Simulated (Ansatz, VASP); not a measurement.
## One calculation of La5N, two programs

```
La N
1.0
     5.29281    0.00000    0.00000
    -2.64640    4.58371    0.00000
     0.00000    0.00000    6.63022
La N
5 1
Direct
  0.33333 0.66667 0.77459
  0.33333 0.66667 0.22541
  0.66667 0.33333 0.22541
  0.66667 0.33333 0.77459
  0.00000 0.00000 0.50000
  0.00000 0.00000 0.00000
```

Alike in both runs: functional PBE; k mesh 6 × 6 × 2; occupations gaussian, width 0.1 eV; no spin polarisation.

Ansatz relaxed the structure, and its values are those at the end. VASP's run is a single point on that final structure, the one shown.

|  | VASP | Ansatz |
| --- | --- | --- |
| version | VASP 6.6.1 | Ansatz 0.2.0 |
| potentials or method | VASP PAW PBE potentials, release 64 (La, N), cutoff 520 eV | scalar-relativistic, plane waves, PAW |
| valence electrons in the cell | 60 | 60 |

VASP gave:

- gap on the k mesh at the Fermi level (eV): none
- pressure (GPa): -0.1
- rms of the force components (eV/Å): 0.018

Problem. Estimate Ansatz's values.

Solution. gap on the k mesh at the Fermi level (eV): none; pressure (GPa): -0.1; rms of the force components (eV/Å): 0.017.

A gap of «none» marks a metal or a gap that the smearing closes. With one functional, cell and mesh, what is left measures potentials, basis and numerics.

The k mesh is coarse, so the values compare programs but aren't converged. Spin-orbit coupling is off throughout.
